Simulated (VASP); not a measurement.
Wanted: the native input for a VASP 6.6.1 run.

```
Task                   : single point
Functional             : PBE
Potentials or basis    : VASP PAW PBE potentials, release 64 (Ni, Cl)
Cutoff                 : 520 eV
k mesh                 : 4 × 4 × 4
Occupations            : gaussian, width 0.1 eV
Spin                   : collinear spin, ferromagnetic start
Starting moments       : [2.0, 2.0, 2.0, 2.0, 0.0, 0.0] μB
Dipole correction      : no
Further INCAR settings : ALGO = Fast; EDIFF = 1e-06; NBANDS = 40
```

The structure of Ni2Cl lies in POSCAR:

```
Ni2Cl
1.0
    0.0000000000      3.6782337900      3.6782337900
    3.6782337900      0.0000000000      3.6782337900
    3.6782337900      3.6782337900      0.0000000000
Ni Cl
4 2
Direct
    0.1250000000      0.1250000000      0.1250000000
    0.6250000000      0.1250000000      0.1250000000
    0.1250000000      0.1250000000      0.6250000000
    0.1250000000      0.6250000000      0.1250000000
    0.5000000000      0.5000000000      0.5000000000
    0.7500000000      0.7500000000      0.7500000000
```

The cell was generated, and may not be a known phase.

These files were run (other wordings do the same):

INCAR

```
ALGO = Fast
EDIFF = 1E-6
ENCUT = 520
GGA = PE
ISIF = 2
ISMEAR = 0
ISPIN = 2
LASPH = T
LCHARG = F
LMAXMIX = 4
LORBIT = 11
LREAL = F
LWAVE = F
MAGMOM = 2 2 2 2 0 0
NBANDS = 40
NELM = 150
PREC = Accurate
SIGMA = 0.1
```

KPOINTS

```
k-points
0
Gamma
  4 4 4
```

Potentials or basis: VASP PAW PBE potentials, release 64 (Ni, Cl).

The run is started by

```bash
$ cat potpaw_PBE.64/Ni/POTCAR potpaw_PBE.64/Cl/POTCAR > POTCAR
$ mpirun -np 1 vasp_std > vasp.out
```

Results of the run:

The pressure is -7.9 GPa. The net moment is 3.93 μB per cell, the site moments are Ni +0.93; Cl +0.09 μB and the valence electrons inside the program's atomic spheres are Ni 8.91; Cl 5.00.

Caveat: the k points lie up to 0.37 Å⁻¹ apart.

Run time: 3.3 min on 1 thread of Oxide Virtual Turin-like Processor, with other jobs on the host, peak memory 0.27 GiB.
